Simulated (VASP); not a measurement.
The system is AlB3Sb4.

```
CELL_PARAMETERS angstrom
3.77536 0.00000 0.00000
0.00000 7.55072 0.00000
0.00000 0.00000 5.33916
ATOMIC_POSITIONS crystal
B 0.00000 0.75000 0.00000
B 0.50000 0.00000 0.50000
B 0.00000 0.25000 0.00000
Sb 0.50000 0.75000 0.25000
Sb 0.00000 0.00000 0.75000
Sb 0.50000 0.25000 0.25000
Sb 0.00000 0.50000 0.75000
Al 0.50000 0.50000 0.50000
```

| Property | Result |
| --- | --- |
| Program | VASP 6.6.1 |
| Task | relaxation of cell and atoms |
| Functional | PBE |
| Potentials or basis | VASP PAW PBE potentials, release 64 (B, Sb, Al) |
| Cutoff | 500 eV |
| k mesh | 6 × 4 × 4 |
| Occupations | fermi-dirac, width 0.02 eV |
| Spin | no spin polarisation |

At the start: pressure 13.9 GPa; volume 19.03 Å³/atom.

Problem. How do energy, volume and symmetry change on relaxing?

Solution. Over 19 steps the energy falls by 274.8 meV/atom and the volume is 21.08 Å³/atom (+10.8 %); space group Pmm2 (No. 25, to 0.1 Å) before and after.

Step by step:
```csv
step,energy change (eV),largest force (eV/Å),pressure (GPa),volume (Å³)
1,0.0000,4.9931,13.86,152.20
2,-1.4435,0.7044,-7.29,191.41
3,-1.8544,1.3097,-2.67,176.70
4,-1.8549,1.3625,-2.46,176.19
5,-2.0724,0.6616,-0.44,170.45
6,-2.1118,0.7028,1.11,166.84
7,-2.1784,0.3529,0.22,168.21
8,-2.1825,0.2946,-0.02,168.64
9,-2.1949,0.1887,-0.15,168.86
10,-2.1950,0.1719,-0.14,168.85
11,-2.1969,0.0614,0.09,168.38
12,-2.1970,0.0551,0.11,168.36
13,-2.1976,0.0379,-0.02,168.63
14,-2.1977,0.0462,-0.13,168.88
15,-2.1979,0.0126,-0.02,168.67
16,-2.1979,0.0136,-0.03,168.67
17,-2.1980,0.0094,0.01,168.60
18,-2.1980,0.0095,0.01,168.59
19,-2.1980,0.0024,0.00,168.62
```

Final structure:
```
CELL_PARAMETERS angstrom
3.87082 0.00000 0.00000
0.00000 7.85346 0.00000
0.00000 0.00000 5.54694
ATOMIC_POSITIONS crystal
B 0.00000 0.76797 0.99891
B 0.50000 0.00000 0.49507
B 0.00000 0.23203 0.99891
Sb 0.50000 0.77550 0.23325
Sb 0.00000 0.00000 0.73249
Sb 0.50000 0.22450 0.23325
Sb 0.00000 0.50000 0.80834
Al 0.50000 0.50000 0.49978
```
